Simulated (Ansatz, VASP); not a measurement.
# InGa3P4: VASP beside Ansatz

The input INCAR:

```
SYSTEM = InGa3P4
PREC     = Accurate       ! precision mode
ENCUT    = 600            ! plane-wave cutoff, eV
EDIFF    = 1E-6           ! SCF threshold, eV
ISMEAR   = 0              ! smearing method
SIGMA    = 0.1            ! smearing width, eV
LREAL    = .FALSE.        ! projectors in reciprocal space
LASPH    = .TRUE.         ! aspherical terms in the spheres
NELM     = 80             ! most SCF steps
ALGO     = Normal         ! electronic algorithm
ISIF     = 3              ! what is computed and relaxed
LWAVE    = .FALSE.        ! write WAVECAR
LCHARG   = .FALSE.        ! write CHGCAR
GGA      = PS             ! functional
IBRION   = 2              ! ionic algorithm
NSW      = 100            ! ionic steps
EDIFFG   = -0.05          ! ionic threshold
```

The input KPOINTS:

```
regular mesh
0
G
  4 4 4
  0 0 0
```

The input POSCAR:

```
InGa3P4
1.0
    5.5531250000      0.0000000000      0.0000000000
    0.0000000000     -5.5531250000      0.0000000000
    0.0000000000      0.0000000000     -5.5531250000
In Ga P
1 3 4
Direct
    0.0000000000      0.5000000000      0.5000000000
    0.5000000000      0.0000000000      0.5000000000
    0.5000000000      0.5000000000      0.0000000000
    0.0000000000      0.0000000000      0.0000000000
    0.2500000000      0.2500000000      0.2500000000
    0.7500000000      0.7500000000      0.2500000000
    0.7500000000      0.2500000000      0.7500000000
    0.2500000000      0.7500000000      0.7500000000
```

Input for Ansatz:

```yaml
crystal:
  lattice:
    - [5.553125, 0.0, 0.0]
    - [0.0, -5.553125, 0.0]
    - [0.0, 0.0, -5.553125]
  atoms:
    - { symbol: In, position: [0.0, 0.5, 0.5] }
    - { symbol: Ga, position: [0.5, 0.0, 0.5] }
    - { symbol: Ga, position: [0.5, 0.5, 0.0] }
    - { symbol: Ga, position: [0.0, 0.0, 0.0] }
    - { symbol: P, position: [0.25, 0.25, 0.25] }
    - { symbol: P, position: [0.75, 0.75, 0.25] }
    - { symbol: P, position: [0.75, 0.25, 0.75] }
    - { symbol: P, position: [0.25, 0.75, 0.75] }
basis:
  ecutwfc: 420
kpoints:
  mp_grid: { grid: [4, 4, 4] }
hamiltonian:
  xc: pbesol
scf:
  occupations: { method: gaussian, width: 0.1 }
output:
  forces: true
  stress: true
  eigenvalues: true
relax:
  adjacent_minimum: "off"
  f_tol: 0.05
  max_steps: 80
  cell: { stress_tol: 0.5 }
```

Alike in both runs: task relaxation of cell and atoms; functional PBEsol; k mesh 4 × 4 × 4; occupations gaussian, width 0.1 eV; no spin polarisation.

|  | VASP | Ansatz |
| --- | --- | --- |
| version | VASP 6.6.1 | Ansatz 0.2.0 |
| potentials or method | VASP PAW PBE potentials, release 64 (In_d, Ga_d, P), cutoff 600 eV | scalar-relativistic, plane waves, PAW |
| valence electrons in the cell | 72 | 72 |

|  | VASP | Ansatz | Ansatz less VASP |
| --- | --- | --- | --- |
| gap on the k mesh at the Fermi level, each at its own relaxed structure (eV) | 1.17 | 1.15 | -0.018 |
| relaxed volume (Å³/atom) | 21.35 | 21.42 | +0.065 |
| relaxed cell length with the largest relative difference (Å) | 5.548 | 5.554 | +0.0056 |

VASP's potentials were made for PBE, not for PBEsol.
